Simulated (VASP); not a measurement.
Input of a VASP 6.6.1 run:

File INCAR:

```
ALGO = Normal
EDIFF = 1E-6
EDIFFG = -0.002
ENCUT = 600
GGA = PS
IBRION = 2
ISIF = 3
ISMEAR = 0
LASPH = True
LCHARG = False
LREAL = False
LWAVE = False
NELM = 80
NSW = 80
PREC = Accurate
PSTRESS = 17.0
SIGMA = 0.01
```

File KPOINTS:

```
k-points
0
Gamma
  6 6 6
```

File POSCAR:

```
CsPbBr3
1.0
    5.7339395152      0.0000000000      0.0000000000
    0.0000000000      5.7339395152      0.0000000000
    0.0000000000      0.0000000000      5.7339395152
Cs Pb Br
1 1 3
Direct
    0.0000000000      0.0000000000      0.0000000000
    0.5000000000      0.5000000000      0.5000000000
    0.0000000000      0.5000000000      0.5000000000
    0.5000000000      0.0000000000      0.5000000000
    0.5000000000      0.5000000000      0.0000000000
```

Potentials or basis: VASP PAW PBE potentials, release 64 (Cs_sv, Pb_d, Br).

Run with:

```console
$ cat potpaw_PBE.64/Cs_sv/POTCAR potpaw_PBE.64/Pb_d/POTCAR potpaw_PBE.64/Br/POTCAR > POTCAR
$ mpirun -np 1 vasp_std > vasp.out
```

(1) Predict the relaxed cell.

(2) What does it give for the space group after relaxing (to 0.1 Å)?

Answers

(1) a = 5.743 Å, b = 5.743 Å, c = 5.743 Å, α = 90.00°, β = 90.00°, γ = 90.00°.

(2) Pm-3m (No. 221).
